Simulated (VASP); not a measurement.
# Mo3Br (Pm-3m) in VASP: a series of runs

Runs on Mo3Br. Level: r2SCAN. Tasks: single point, relaxation of cell and atoms.

Program: VASP 6.6.1. These are calculated values, not measurements. Logs are shortened: lines on timing, memory, paths and dates and some standing lists are left out, and cuts for length are marked.

## Step 1: The cell of the first run

It takes space group Pm-3m (No. 221, cubic). The conventional cell has a = 4.047 Å, b = 4.047 Å, c = 4.047 Å, α = 90.00°, β = 90.00°, γ = 90.00°. Mo (site symmetry 4/mmm) has 8 Mo at 2.86 Å and 4 Br at 2.86 Å within 3.8 Å. Br (site symmetry m-3m) has 12 Mo at 2.86 Å within 3.8 Å.

## Step 2: Single point, r2SCAN

File POSCAR:

```
Mo3Br
1.0
    4.0471604025      0.0000000000      0.0000000000
    0.0000000000      4.0471604025      0.0000000000
    0.0000000000      0.0000000000      4.0471604025
Mo Br
3 1
Direct
    0.0000000000      0.5000000000      0.5000000000
    0.5000000000      0.0000000000      0.5000000000
    0.5000000000      0.5000000000      0.0000000000
    0.0000000000      0.0000000000      0.0000000000
```

File INCAR.step1:

```
SYSTEM = Mo3Br
PREC = Accurate ; ENCUT = 520
ISMEAR = 0 ; SIGMA = 0.1
LREAL = .FALSE. ; LASPH = .TRUE.
NELM = 80 ; NBANDS = 32
GGA = PE ; ALGO = Normal
EDIFF = 1E-4 ; LWAVE = .TRUE.
LCHARG = .FALSE.
```

File INCAR.step2:

```
SYSTEM = Mo3Br
PREC = Accurate ; ENCUT = 520
EDIFF = 1E-6 ; ISMEAR = 0
SIGMA = 0.1 ; LREAL = .FALSE.
LASPH = .TRUE. ; NELM = 80
ALGO = Normal ; ISIF = 2
LWAVE = .FALSE. ; LCHARG = .FALSE.
METAGGA = R2SCAN ; LMIXTAU = .TRUE.
NBANDS = 32 ; ISTART = 1
```

File KPOINTS:

```
Automatic mesh
0
G
  4 4 4
  0 0 0
```

Potentials or basis: VASP PAW PBE potentials, release 64 (Mo_sv, Br).

The run is started by

```console
cat potpaw_PBE.64/Mo_sv/POTCAR potpaw_PBE.64/Br/POTCAR > POTCAR
cp INCAR.step1 INCAR
mpirun -np 1 vasp_std > vasp.out
cp INCAR.step2 INCAR
mpirun -np 1 vasp_std > vasp.out
```

OUTCAR:

```text
SYSTEM = Mo3Br
   PREC = Accurate
   ENCUT = 520
   EDIFF = 1E-6
   ISMEAR = 0
   LREAL = .FALSE.
   LASPH = .TRUE.
   NELM = 80
   ISIF = 2
   METAGGA = R2SCAN
   ISTART = 1

 ion  position               nearest neighbor table
   1  0.000  0.500  0.500-   2 2.86   3 2.86   4 2.86   3 2.86   4 2.86   2 2.86   4 2.86   4 2.86
                             2 2.86   3 2.86   3 2.86   2 2.86
   2  0.500  0.000  0.500-   1 2.86   3 2.86   4 2.86   3 2.86   4 2.86   1 2.86   3 2.86   3 2.86
                             1 2.86   4 2.86   4 2.86   1 2.86
   3  0.500  0.500  0.000-   1 2.86   2 2.86   4 2.86   1 2.86   2 2.86   2 2.86   4 2.86   2 2.86
                             1 2.86   4 2.86   1 2.86   4 2.86
   4  0.000  0.000  0.000-   1 2.86   2 2.86   3 2.86   1 2.86   2 2.86   1 2.86   3 2.86   1 2.86
                             2 2.86   3 2.86   2 2.86   3 2.86

  LATTYP: Found a simple cubic cell.
 ALAT       =     4.0471604025

  Lattice vectors:

 A1 = (   4.0471604025,   0.0000000000,   0.0000000000)
 A2 = (   0.0000000000,   4.0471604025,   0.0000000000)
 A3 = (   0.0000000000,   0.0000000000,   4.0471604025)

Analysis of symmetry for initial positions (statically):
=====================================================================
 Subroutine PRICEL returns:
 Original cell was already a primitive cell.

 Routine SETGRP: Setting up the symmetry group for a
 simple cubic supercell.

 Subroutine GETGRP returns: Found 48 space group operations
 (whereof 48 operations were pure point group operations)
 out of a pool of 48 trial point group operations.

The static configuration has the point symmetry O_h .

Analysis of symmetry for dynamics (positions and initial velocities):
=====================================================================
 Subroutine PRICEL returns:
 Original cell was already a primitive cell.

 Routine SETGRP: Setting up the symmetry group for a
 simple cubic supercell.

 Subroutine GETGRP returns: Found 48 space group operations
 (whereof 48 operations were pure point group operations)
 out of a pool of 48 trial point group operations.

The dynamic configuration has the point symmetry O_h .

 Subroutine INISYM returns: Found 48 space group operations
 (whereof 48 operations are pure point group operations),
 and found     1 'primitive' translations

[... 73 lines left out ...]
 SYSTEM =  Mo3Br
   PREC   = accura    normal or accurate (medium, high low for compatibility)
   ISTART =      1    job   : 0-new  1-cont  2-samecut
   ICHARG =      0    charge: 1-file 2-atom 10-const
   ISPIN  =      1    spin polarized calculation?
   LNONCOLLINEAR =      F non collinear calculations
   LSORBIT =      F    spin-orbit coupling
   LASPH  =      T    aspherical Exc in radial PAW
   ENCUT  =  520.0 eV  38.22 Ry    6.18 a.u.   7.53  7.53  7.53*2*pi/ulx,y,z
   NELM   =     80;   NELMIN=  2; NELMDL=  0     # of ELM steps
   EDIFF  = 0.1E-05   stopping-criterion for ELM
   LREAL  =      F    real-space projection
[... 7 lines left out ...]
   TEBEG  =    0.0;   TEEND  =   0.0 temperature during run
   PSTRESS=    0.0 pullay stress
   NELECT =      49.0000    total number of electrons
   NUPDOWN=      -1.0000    fix difference up-down
   EMIN   =  10.00;   EMAX   =-10.00  energy-range for DOS
   EFERMI =   0.00;   METHOD = LEGACY
   ISMEAR =     0;   SIGMA  =   0.10  broadening in eV -4-tet -1-fermi 0-gaus
   EFERMI_NEDOS =   21; number of points for ismear=-14 and -15
   IALGO  =     38    algorithm
   IMIX   =      4    mixing-type and parameters
     AMIX     =   0.40;   BMIX     =  1.00
     AMIX_MAG =   1.60;   BMIX_MAG =  1.00
  volume/ion in A,a.u.               =      16.57       111.84
  Fermi-wavevector in a.u.,A,eV,Ry     =   1.480209  2.797190 29.810628  2.191019
  Thomas-Fermi vector in A             =   2.594272
   LORBIT       =      0    0 simple, 1 ext, 2 COOP (PROOUT), +10 PAW based schemes
   METAGGA = R2SCAN    functional components
   LHFCALC =     F    Hartree Fock is set to
   AEXX    =    0.0000 exact exchange contribution
   IVDW    =     0    specifies the selected vdW correction
   LEPSILON=     F    determine dielectric tensor
   LRPA    =     F    only Hartree local field effects (RPA)
 non-spin polarized calculation
 Gauss-broadening in eV      SIGMA  =   0.10
  energy-cutoff  :      520.00
  volume of cell :       66.29
 maximum number of plane-waves:      1803
   NGX = 15   NGY = 15   NGZ = 15

 number of electron      48.9999994 magnetization

 Free energy of the ion-electron system (eV)
  ---------------------------------------------------
  ext. energy  EPLUGINS =         0.00000000
  ---------------------------------------------------
  free energy    TOTEN  =       -86.25881042 eV

  energy without entropy =      -86.24768588  energy(sigma->0) =      -86.25324815

 E-fermi :  11.6714     XC(G=0): -13.7049

 val. band max:       11.6135203562   @ k =   0.2500   0.2500   0.0000
 cond. band min:      11.8089990795   @ k =   0.5000   0.0000   0.0000
 fundamental gap:      0.1954787234
 Fermi energy:        11.6714111146

 k-point     1 :       0.0000    0.0000    0.0000
  band No.  band energies     occupation
      1     -51.5803      2.00000
      2     -51.3602      2.00000
      3     -51.3602      2.00000
      4     -25.2965      2.00000
      5     -25.2965      2.00000
      6     -25.2965      2.00000
[... 339 lines left out ...]
     31      14.8563      0.00000
     32      14.8563      0.00000

------------------------ aborting loop because EDIFF is reached ----------------------------------------

  FORCE on cell =-STRESS in cart. coord.  units (eV):
  Direction    XX          YY          ZZ          XY          YZ          ZX
  --------------------------------------------------------------------------------------
  -------------------------------------------------------------------------------------
  Total        0.2036477      0.2036477      0.2036477     -0.0000000     -0.0000000      0.0000000
  in kB        4.9219675      4.9219675      4.9219675     -0.0000000     -0.0000000      0.0000000
  external PRESSURE =       4.9219675 kB  Pullay stress =       0.0000000 kB

 VOLUME and BASIS-vectors are now :
 -----------------------------------------------------------------------------
  energy-cutoff  :      520.00
  volume of cell :       66.29
      direct lattice vectors                 reciprocal lattice vectors
     4.047160403  0.000000000  0.000000000     0.247086822  0.000000000  0.000000000
     0.000000000  4.047160403  0.000000000     0.000000000  0.247086822  0.000000000
     0.000000000  0.000000000  4.047160403     0.000000000  0.000000000  0.247086822

 POSITION                                       TOTAL-FORCE (eV/Angst)
 -----------------------------------------------------------------------------------
      0.00000      2.02358      2.02358         0.000000      0.000000      0.000000
      2.02358      0.00000      2.02358         0.000000      0.000000      0.000000
      2.02358      2.02358      0.00000         0.000000      0.000000      0.000000
      0.00000      0.00000      0.00000         0.000000      0.000000      0.000000
 -----------------------------------------------------------------------------------
    total drift:                                0.000000      0.000000     -0.000000

  FREE ENERGIE OF THE ION-ELECTRON SYSTEM (eV)
  ---------------------------------------------------
  free  energy   TOTEN  =       -86.2588104224 eV

  energy  without entropy=      -86.2476858757  energy(sigma->0) =      -86.25324815
```

OSZICAR.step1:

```text
N       E                     dE             d eps       ncg     rms          rms(c)
DAV:   1     0.538046490859E+03    0.53805E+03   -0.29670E+04   656   0.154E+03
DAV:   2    -0.139634137333E+02   -0.55201E+03   -0.53413E+03   744   0.477E+02
DAV:   3    -0.307511317316E+02   -0.16788E+02   -0.15986E+02   792   0.778E+01
DAV:   4    -0.310316721419E+02   -0.28054E+00   -0.27513E+00   680   0.882E+00
DAV:   5    -0.310399357101E+02   -0.82636E-02   -0.81852E-02   792   0.114E+00    0.367E+01
DAV:   6    -0.298115944252E+02    0.12283E+01   -0.23146E+00   680   0.955E+00    0.208E+01
DAV:   7    -0.296584410455E+02    0.15315E+00   -0.10648E+00   720   0.585E+00    0.626E+00
DAV:   8    -0.296430499430E+02    0.15391E-01   -0.92353E-02   688   0.211E+00    0.117E+00
DAV:   9    -0.296421325898E+02    0.91735E-03   -0.25859E-03   784   0.310E-01    0.114E-01
DAV:  10    -0.296420291126E+02    0.10348E-03   -0.11077E-04   440   0.877E-02    0.572E-02
DAV:  11    -0.296420266900E+02    0.24226E-05   -0.18550E-05   376   0.310E-02
   1 F= -.29642027E+02 E0= -.29632730E+02  d E =-.185929E-01
```

Wall time 86 s (1 thread of Intel Xeon Platinum 8259CL at 2.50GHz (Skylake/Cascade Lake), shared host); peak memory 0.18 GiB.

What came out:

```yaml
Free_energy: -86.2588 eV
Pressure: 0.5 GPa
```

Caveat: the k points lie up to 0.39 Å⁻¹ apart; the PAW data sets were made with another functional, which shifts forces and pressure a little; an odd number of electrons without spin polarisation forces a metal; a magnetic or distorted state may lie lower.

## Step 3: Relaxation of cell and atoms, r2SCAN

This run uses another cell than the first one, of 18.04 Å³/atom, 1.089 times its volume.

File POSCAR:

```
Mo3Br
1.0
    4.1632350834      0.0000000000      0.0000000000
    0.0000000000      4.1632350834      0.0000000000
    0.0000000000      0.0000000000      4.1632350834
Mo Br
3 1
Direct
    0.0000000000      0.5000000000      0.5000000000
    0.5000000000      0.0000000000      0.5000000000
    0.5000000000      0.5000000000      0.0000000000
    0.0000000000      0.0000000000      0.0000000000
```

File INCAR.step1:

```
SYSTEM = Mo3Br
PREC = Accurate ; ENCUT = 600
ISMEAR = 0 ; SIGMA = 0.1
LREAL = .False. ; LASPH = .True.
NELM = 60 ; GGA = PE
ALGO = Normal ; EDIFF = 1E-4
LWAVE = .True. ; LCHARG = .False.
```

File INCAR.step2:

```
SYSTEM = Mo3Br
PREC = Accurate ; ENCUT = 600
EDIFF = 1E-6 ; ISMEAR = 0
SIGMA = 0.1 ; LREAL = .False.
LASPH = .True. ; NELM = 60
ALGO = Normal ; ISIF = 3
LWAVE = .False. ; LCHARG = .False.
METAGGA = R2SCAN ; LMIXTAU = .True.
IBRION = 2 ; NSW = 90
EDIFFG = -0.04 ; ISTART = 1
```

File KPOINTS:

```
regular mesh
0
Gamma
  4 4 4
  0 0 0
```

Potentials or basis: VASP PAW PBE potentials, release 64 (Mo_sv, Br).

The run is started by

```console
cat potpaw_PBE.64/Mo_sv/POTCAR potpaw_PBE.64/Br/POTCAR > POTCAR
cp INCAR.step1 INCAR
mpirun -np 1 vasp_std > vasp.out
cp INCAR.step2 INCAR
mpirun -np 1 vasp_std > vasp.out
```

It took 8 min on 1 thread of Intel Xeon Platinum 8259CL at 2.50GHz (Skylake/Cascade Lake), shared host; peak memory 0.24 GiB.

The run converged. Its results:

```yaml
Free_energy: -86.2566 eV
Relaxed_volume: 16.62 Å³/atom
Relaxed_cell: a = 4.051 Å, b = 4.051 Å, c = 4.051 Å, α = 90.00°, β = 90.00°, γ = 90.00°
Space_group_after_relaxing_to_0.05_Å: Pm-3m (No. 221)
Energy_gained_by_relaxing: 56.2 meV/atom
Ionic_steps: 4
Pressure_after_relaxing: -0.1 GPa
```

The path:
```
step  energy change (eV)  largest force (eV/Å)  pressure (GPa)  volume (Å³)
   1              0.0000                0.0000          -11.79        72.16
   2              0.2902                0.0000           24.84        59.17
   3             -0.2247                0.0000           -0.42        66.64
   4             -0.2249                0.0000           -0.05        66.50
```

Final structure:
```cif
data_structure
_symmetry_space_group_name_H-M 'P 1'
_symmetry_Int_Tables_number 1
_cell_length_a 4.0514
_cell_length_b 4.0514
_cell_length_c 4.0514
_cell_angle_alpha 90.000
_cell_angle_beta 90.000
_cell_angle_gamma 90.000
_cell_volume 66.50
loop_
_atom_site_label
_atom_site_type_symbol
_atom_site_fract_x
_atom_site_fract_y
_atom_site_fract_z
_atom_site_occupancy
Mo1 Mo 0.00000 0.50000 0.50000 1
Mo2 Mo 0.50000 0.00000 0.50000 1
Mo3 Mo 0.50000 0.50000 0.00000 1
Br1 Br 0.00000 0.00000 0.00000 1
```

Levels at points of the mesh, in eV from the Fermi level:
```tsv
k point	band 23	band 24	band 25	band 26	band 27	band 28
(0.00, 0.00, 0.00)	-2.12	-0.09	-0.09	-0.09	2.06	2.06
(0.50, 0.00, 0.00)	-1.31	-0.94	-0.66	-0.66	0.13	0.53
(0.50, 0.50, 0.00)	-0.43	-0.33	-0.33	-0.30	-0.29	0.92
(0.50, 0.50, 0.50)	-1.59	-0.15	-0.15	-0.15	0.69	0.74
```

Caveat: the k points lie up to 0.39 Å⁻¹ apart in the final cell; the PAW data sets were made with another functional, which shifts forces and pressure a little; an odd number of electrons without spin polarisation forces a metal; a magnetic or distorted state may lie lower.
